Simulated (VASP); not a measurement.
Runs of VASP 6.6.1 on MgS. It takes space group P6_3mc (No. 186, hexagonal). Conventional cell: a = 4.029 Å, b = 4.029 Å, c = 6.454 Å, α = 90.00°, β = 90.00°, γ = 120.00°. Within 3.2 Å of Mg (site symmetry 3m) lie 4 S at 2.45 to 2.46 Å. Within 3.2 Å of S (site symmetry 3m) lie 4 Mg at 2.45 to 2.46 Å. 

| level | potentials or basis | k mesh | grid for exact exchange (PRECFOCK) | screening parameter | gap on the mesh (eV) | pressure (GPa) |
| --- | --- | --- | --- | --- | --- | --- |
| r2SCAN | VASP PAW PBE potentials, release 64 (Mg, S) | 6 × 6 × 2 | - | - | (a) | -0.3 |
| LDA | VASP PAW LDA potentials, release 64 (Mg, S) | 6 × 6 × 2 | - | - | 3.19 | -2.4 |
| HSE06 | VASP PAW PBE potentials, release 64 (Mg, S) | 6 × 6 × 2 | Normal | 0.2079 1/Å | 4.52 | (b) |
| PBE | VASP PAW PBE potentials, release 64 (Mg, S) | 6 × 6 × 4 | - | - | 3.47 | 0.9 |
| PBE | VASP PAW PBE potentials, release 64 (Mg, S) | 6 × 6 × 2 | - | - | 3.46 | 0.9 |

Alike in all rows: task single point; no spin polarisation; cell as given; cutoff (eV) 520; smearing gaussian 0.01 eV.

Q: Fill in the values left out.

A: (a) 4.13; (b) -0.2.

Caveats: some runs use coarse meshes; the PAW data sets were made with another functional, which shifts forces and pressure a little (some runs).

